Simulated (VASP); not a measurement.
# Bi (Fm-3m) in VASP: a series of runs

Bi is run at these levels: PBE; tasks: single point.

Everything below comes from runs of VASP 6.6.1. Logs are shortened: lines on timing, memory, paths and dates and some standing lists are left out, and cuts for length are marked.

### 1 The cell of the first run

It takes space group Fm-3m (No. 225, cubic). The conventional cell has a = 4.994 Å, b = 4.994 Å, c = 4.994 Å, α = 90.00°, β = 90.00°, γ = 90.00°. Within 4.6 Å of Bi (site symmetry m-3m) lie 12 Bi at 3.53 Å.

This isn't the form of Bi at room conditions, which is rhombohedral.

### 2 Single point, PBE

INCAR reads:

```
ALGO = Normal ; EDIFF = 1E-7
ENCUT = 520 ; GGA = PE
ISIF = 2 ; ISMEAR = -1
LASPH = T ; LCHARG = F
LREAL = F ; LWAVE = F
NBANDS = 14 ; NELM = 100
PREC = Accurate ; SIGMA = 0.06122561905347299
```

KPOINTS reads:

```
k-points
0
Gamma
  19 19 19
```

POSCAR reads:

```
Bi
1.0
    0.0000000000      2.4969408769      2.4969408769
    2.4969408769      0.0000000000      2.4969408769
    2.4969408769      2.4969408769      0.0000000000
Bi
1
Direct
    0.0000000000      0.0000000000      0.0000000000
```

Potentials or basis: VASP PAW PBE potentials, release 64 (Bi_d).

The run is started by

```console
$ cat potpaw_PBE.64/Bi_d/POTCAR > POTCAR
$ mpirun -np 1 vasp_std > vasp.out
```

OUTCAR:

```text
EDIFF = 1E-7
   ENCUT = 520
   GGA = PE
   ISIF = 2
   ISMEAR = -1
   LASPH = T
   LREAL = F
   NELM = 100
   PREC = Accurate

 ion  position               nearest neighbor table
   1  0.000  0.000  0.000-

  LATTYP: Found a face centered cubic cell.
 ALAT       =     4.9938817538

  Lattice vectors:

 A1 = (   0.0000000000,   2.4969408769,   2.4969408769)
 A2 = (   2.4969408769,   0.0000000000,   2.4969408769)
 A3 = (   2.4969408769,   2.4969408769,   0.0000000000)

Analysis of symmetry for initial positions (statically):
=====================================================================
 Subroutine PRICEL returns:
 Original cell was already a primitive cell.

 Routine SETGRP: Setting up the symmetry group for a
 face centered cubic supercell.

 Subroutine GETGRP returns: Found 48 space group operations
 (whereof 48 operations were pure point group operations)
 out of a pool of 48 trial point group operations.

The static configuration has the point symmetry O_h .

Analysis of symmetry for dynamics (positions and initial velocities):
=====================================================================
 Subroutine PRICEL returns:
 Original cell was already a primitive cell.

 Routine SETGRP: Setting up the symmetry group for a
 face centered cubic supercell.

 Subroutine GETGRP returns: Found 48 space group operations
 (whereof 48 operations were pure point group operations)
 out of a pool of 48 trial point group operations.

The dynamic configuration has the point symmetry O_h .

 Subroutine INISYM returns: Found 48 space group operations
 (whereof 48 operations are pure point group operations),
 and found     1 'primitive' translations

----------------------------------------------------------------------------------------

                                     Primitive cell

  volume of cell :      31.1354

  direct lattice vectors                    reciprocal lattice vectors
     0.000000000  2.496940877  2.496940877    -0.200245030  0.200245030  0.200245030
     2.496940877  0.000000000  2.496940877     0.200245030 -0.200245030  0.200245030
     2.496940877  2.496940877  0.000000000     0.200245030  0.200245030 -0.200245030

  length of vectors
     3.531207653  3.531207653  3.531207653     0.346834565  0.346834565  0.346834565

  position of ions in fractional coordinates (direct lattice)
     0.000000000  0.000000000  0.000000000

  ion indices of the primitive-cell ions
   primitive index   ion index
                 1           1

----------------------------------------------------------------------------------------

 KPOINTS: k-points

Automatic generation of k-mesh.
 Grid dimensions read from file:
 generate k-points for:   19   19   19

 Generating k-lattice:

  Cartesian coordinates                     Fractional coordinates (reciprocal lattice)
    -0.010539212  0.010539212  0.010539212     0.052631579  0.000000000  0.000000000
     0.010539212 -0.010539212  0.010539212     0.000000000  0.052631579  0.000000000
     0.010539212  0.010539212 -0.010539212     0.000000000  0.000000000  0.052631579

  Length of vectors
     0.018254451  0.018254451  0.018254451

  Shift w.r.t. Gamma in fractional coordinates (k-lattice)
     0.000000000  0.000000000  0.000000000

 Subroutine IBZKPT returns following result:
 ===========================================

 Found    220 irreducible k-points:

 Following reciprocal coordinates:
            Coordinates               Weight
  0.000000  0.000000  0.000000      1.000000
  0.052632  0.000000  0.000000      8.000000
  0.105263  0.000000  0.000000      8.000000
  0.157895  0.000000  0.000000      8.000000
  0.210526  0.000000  0.000000      8.000000
  0.263158  0.000000  0.000000      8.000000
[... 16 lines left out ...]
 -0.315789  0.052632  0.000000     24.000000
 -0.263158  0.052632  0.000000     24.000000
 [... further k-points ...]
   k-points           NKPTS =    220   k-points in BZ     NKDIM =    220   number of bands    NBANDS=     14
   number of dos      NEDOS =    301   number of ions     NIONS =      1
   total plane-waves  NPLWV =  21952
   dimension x,y,z NGX =    28 NGY =   28 NGZ =   28
   dimension x,y,z NGXF=    56 NGYF=   56 NGZF=   56
   ions per type =               1
   NGX,Y,Z   is equivalent  to a cutoff of  13.18, 13.18, 13.18 a.u.
   NGXF,Y,Z  is equivalent  to a cutoff of  26.36, 26.36, 26.36 a.u.
 SYSTEM =  unknown system
   PREC   = accura    normal or accurate (medium, high low for compatibility)
   ISTART =      0    job   : 0-new  1-cont  2-samecut
   ICHARG =      2    charge: 1-file 2-atom 10-const
   ISPIN  =      1    spin polarized calculation?
   LNONCOLLINEAR =      F non collinear calculations
   LSORBIT =      F    spin-orbit coupling
   LASPH  =      T    aspherical Exc in radial PAW
   ENCUT  =  520.0 eV  38.22 Ry    6.18 a.u.   6.57  6.57  6.57*2*pi/ulx,y,z
   NELM   =    100;   NELMIN=  2; NELMDL= -5     # of ELM steps
   EDIFF  = 0.1E-06   stopping-criterion for ELM
   LREAL  =      F    real-space projection
   EDIFFG = 0.1E-05   stopping-criterion for IOM
   NSW    =      0    number of steps for IOM
   IBRION =     -1    ionic relax: 0-MD 1-quasi-New 2-CG
   NFREE  =      0    steps in history (QN), initial steepest desc. (CG)
   ISIF   =      2    stress and relaxation
   ISYM   =      2    0-nonsym 1-usesym 2-fastsym
   POTIM  = 0.5000    time-step for ionic-motion
   TEBEG  =    0.0;   TEEND  =   0.0 temperature during run
   PSTRESS=    0.0 pullay stress
   NELECT =      15.0000    total number of electrons
   NUPDOWN=      -1.0000    fix difference up-down
   EMIN   =  10.00;   EMAX   =-10.00  energy-range for DOS
   EFERMI =   0.00;   METHOD = LEGACY
   ISMEAR =    -1;   SIGMA  =   0.06  broadening in eV -4-tet -1-fermi 0-gaus
   EFERMI_NEDOS =   21; number of points for ismear=-14 and -15
   IALGO  =     38    algorithm
   IMIX   =      4    mixing-type and parameters
     AMIX     =   0.40;   BMIX     =  1.00
     AMIX_MAG =   1.60;   BMIX_MAG =  1.00
  volume/ion in A,a.u.               =      31.14       210.11
  Fermi-wavevector in a.u.,A,eV,Ry     =   1.283375  2.425228 22.409503  1.647052
  Thomas-Fermi vector in A             =   2.415632
   LORBIT       =      0    0 simple, 1 ext, 2 COOP (PROOUT), +10 PAW based schemes
   GGA     = PE    functional components
   LHFCALC =     F    Hartree Fock is set to
   AEXX    =    0.0000 exact exchange contribution
   IVDW    =     0    specifies the selected vdW correction
   LEPSILON=     F    determine dielectric tensor
   LRPA    =     F    only Hartree local field effects (RPA)
 non-spin polarized calculation
  energy-cutoff  :      520.00
  volume of cell :       31.14
 maximum number of plane-waves:       871
   NGX = 13   NGY = 13   NGZ = 13

 number of electron      15.0000005 magnetization

 Free energy of the ion-electron system (eV)
  ---------------------------------------------------
  ext. energy  EPLUGINS =         0.00000000
  ---------------------------------------------------
  free energy    TOTEN  =        -3.70590381 eV

  energy without entropy =       -3.69701875  energy(sigma->0) =       -3.70146128

 E-fermi :   8.0327     XC(G=0): -10.2940

 val. band max:        8.0320610203   @ k =  -0.1579   0.2632   0.1053
 cond. band min:       8.0328397392   @ k =   0.2632   0.2105   0.0000
 fundamental gap:      0.0007787189
 Fermi energy:         8.0326839397

 k-point     1 :       0.0000    0.0000    0.0000
  band No.  band energies     occupation
      1     -15.1061      2.00000
      2     -15.1061      2.00000
      3     -15.1061      2.00000
      4     -15.0362      2.00000
      5     -15.0362      2.00000
      6      -5.6076      2.00000
      7      12.9375      0.00000
      8      12.9375      0.00000
      9      12.9375      0.00000
     10      16.8353      0.00000
     11      17.0602      0.00000
     12      18.7968      0.00000
     13      18.7968      0.00000
     14      18.7968      0.00000

 k-point     2 :       0.0526    0.0000    0.0000
  band No.  band energies     occupation
      1     -15.1058      2.00000
      2     -15.1040      2.00000
      3     -15.1040      2.00000
      4     -15.0363      2.00000
      5     -15.0363      2.00000
      6      -5.5598      2.00000
      7      12.3134      0.00000
      8      12.8791      0.00000
      9      12.8791      0.00000
     10      16.7531      0.00000
     11      17.2608      0.00000
     12      18.9015      0.00000
     13      18.9015      0.00000
     14      19.4750      0.00000

 k-point     3 :       0.1053    0.0000    0.0000
  band No.  band energies     occupation
      1     -15.1048      2.00000
      2     -15.0982      2.00000
      3     -15.0982      2.00000
      4     -15.0358      2.00000
      5     -15.0358      2.00000
      6      -5.4170      2.00000
      7      10.9865      0.00000
      8      12.7186      0.00000
      9      12.7186      0.00000
     10      16.3009      0.00000
     11      18.0859      0.00000
     12      19.1777      0.00000
     13      19.1777      0.00000
     14      20.3794      0.00000
[... 324 lines left out ...]
 k-point    23 :      -0.3158    0.0526    0.0000
  band No.  band energies     occupation
      1     -15.0985      2.00000
      2     -15.0904      2.00000
      3     -15.0891      2.00000
      4     -14.9981      2.00000
      5     -14.9842      2.00000
      6      -3.7946      2.00000
      7       4.8935      2.00000
      8      10.9419      0.00000
      9      11.9034      0.00000
     10      15.7161      0.00000
     11      16.9454      0.00000
     12      18.0692      0.00000
     13      19.2820      0.00000
     14      21.8851      0.00000

 k-point    24 :      -0.2632    0.0526    0.0000
  band No.  band energies     occupation
      1     -15.1002      2.00000
      2     -15.0868      2.00000
      3     -15.0859      2.00000
      4     -15.0150      2.00000
      5     -14.9983      2.00000
      6      -4.2677      2.00000
      7       6.1306      2.00000
      8      11.1114      0.00000
      9      12.1936      0.00000
     10      15.7882      0.00000
     11      17.4716      0.00000
     12      18.3455      0.00000
     13      19.7355      0.00000
     14      20.8091      0.00000

 [... further k-points ...]

------------------------ aborting loop because EDIFF is reached ----------------------------------------

  FORCE on cell =-STRESS in cart. coord.  units (eV):
  Direction    XX          YY          ZZ          XY          YZ          ZX
  --------------------------------------------------------------------------------------
  -------------------------------------------------------------------------------------
  Total        0.1985534      0.1985534      0.1985534      0.0000000      0.0000000      0.0000000
  in kB       10.2172302     10.2172302     10.2172302      0.0000000      0.0000000      0.0000000
  external PRESSURE =      10.2172302 kB  Pullay stress =       0.0000000 kB

 VOLUME and BASIS-vectors are now :
 -----------------------------------------------------------------------------
  energy-cutoff  :      520.00
  volume of cell :       31.14
      direct lattice vectors                 reciprocal lattice vectors
     0.000000000  2.496940877  2.496940877    -0.200245030  0.200245030  0.200245030
     2.496940877  0.000000000  2.496940877     0.200245030 -0.200245030  0.200245030
     2.496940877  2.496940877  0.000000000     0.200245030  0.200245030 -0.200245030

 POSITION                                       TOTAL-FORCE (eV/Angst)
 -----------------------------------------------------------------------------------
      0.00000      0.00000      0.00000         0.000000      0.000000      0.000000
 -----------------------------------------------------------------------------------
    total drift:                               -0.000000     -0.000000      0.000000

  FREE ENERGIE OF THE ION-ELECTRON SYSTEM (eV)
  ---------------------------------------------------
  free  energy   TOTEN  =        -3.7059038102 eV

  energy  without entropy=       -3.6970187451  energy(sigma->0) =       -3.70146128
```

Run time: 2 min. Hardware: 1 thread of AMD EPYC 7R43 (Zen 3), shared host; peak memory 0.18 GiB.

Results:

- Free energy: -3.7059 eV
- Pressure: 1.0 GPa
- Band gap on the k mesh: zero (an odd number of electrons rules out a gap without spin polarisation)

Levels at points of the mesh, in eV from the Fermi level:
```csv
k point,band 5,band 6,band 7,band 8,band 9,band 10
"(0.00, 0.00, 0.00)",-23.07,-13.64,4.90,4.90,4.90,8.80
```

Caveat: spin-orbit coupling is left out, which moves the levels of the heavy elements.

(Continued in part 2 of 3.)

The gap in the log of VASP goes by the Fermi energy; the results here count the filled bands.